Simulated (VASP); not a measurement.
Wanted: the native input for a VASP 6.6.1 run.

```yaml
Task: single point
Functional: PBEsol
Potentials_or_basis: VASP PAW PBE potentials, release 64 (Ta_pv, K_sv)
Cutoff: 520 eV
k_mesh: 6 × 6 × 1
Occupations: gaussian, width 0.1 eV
Spin: no spin polarisation
Dipole_correction: yes
Further_INCAR_settings: ALGO = Normal; EDIFF = 1e-06; NBANDS = 46
```

The structure of KTa6 lies in POSCAR:

```
KTa6
1.0
    4.6392671641      0.0000000000      0.0000000000
   -2.3196335820      4.0177232190      0.0000000000
    0.0000000000      0.0000000000     19.9438808521
Ta K
6 1
Direct
    0.6666666667      0.3333333333      0.2005627706
    0.3333333333      0.6666666667      0.2480453269
    0.0000000000      0.0000000000      0.2955278831
    0.6666666667      0.3333333333      0.3400187729
    0.3333333333      0.6666666667      0.3814681516
    0.0000000000      0.0000000000      0.4233820346
    0.2222222222      0.8888888889      0.5755840485
```

One way to write it, as run:

INCAR

```
PREC = Accurate
ENCUT = 520
EDIFF = 1E-6
ISMEAR = 0
SIGMA = 0.1
LREAL = F
LASPH = T
NELM = 100
ALGO = Normal
ISIF = 2
LWAVE = F
LCHARG = T
LDIPOL = T
IDIPOL = 3
DIPOL = 0.5 0.5 0.352
GGA = PS
LELF = T
LVHAR = T
LVACPOTAV = T
NBANDS = 46
```

KPOINTS

```
regular mesh
0
Gamma
  6 6 1
```

Potentials or basis: VASP PAW PBE potentials, release 64 (Ta_pv, K_sv).

The run is started by

```sh
$ cat potpaw_PBE.64/Ta_pv/POTCAR potpaw_PBE.64/K_sv/POTCAR > POTCAR
$ mpirun -np 1 vasp_std > vasp.out
```

Results of the run:

```yaml
Largest_force: 1.828 eV/Å
Band_gap_on_the_k_mesh: zero (an odd number of electrons rules out a gap without spin polarisation)
```

Caveat: the PAW data sets were made with another functional, which shifts forces and pressure a little; spin-orbit coupling is left out, which moves the levels of the heavy elements.

It took 11 min on 1 thread of Intel(R) Xeon(R) 6975P-C (Granite Rapids) (shared host), peak memory 0.61 GiB.
